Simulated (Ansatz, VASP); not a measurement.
**One calculation of Lu, two programs**

```
Lu
1.0
     3.11327    0.00000    0.00000
     0.00000    3.11327    0.00000
     0.00000    0.00000    3.11327
Lu
1
Direct
  0.00000 0.00000 0.00000
```

Alike in both runs: task single point; functional BLYP; k mesh 11 × 11 × 11; occupations fermi-dirac, width 0.1 eV; no spin polarisation.

|  | VASP | Ansatz |
| --- | --- | --- |
| version | VASP 6.6.1 | Ansatz 0.2.0 |
| potentials or method | VASP PAW PBE potentials, release 64 (Lu), cutoff 520 eV | plane waves (420 eV) with PAW, scalar-relativistic |
| valence electrons in the cell | 25 | 25 |

Ansatz gave:

- pressure (GPa): 4.2

Q: Estimate VASP's values.

A: Pressure (GPa): 4.3.

VASP's potentials were made for PBE, not for BLYP. The functional is the same, so the differences come from potentials, cutoffs and numerics.

Neither program's run includes spin-orbit coupling.
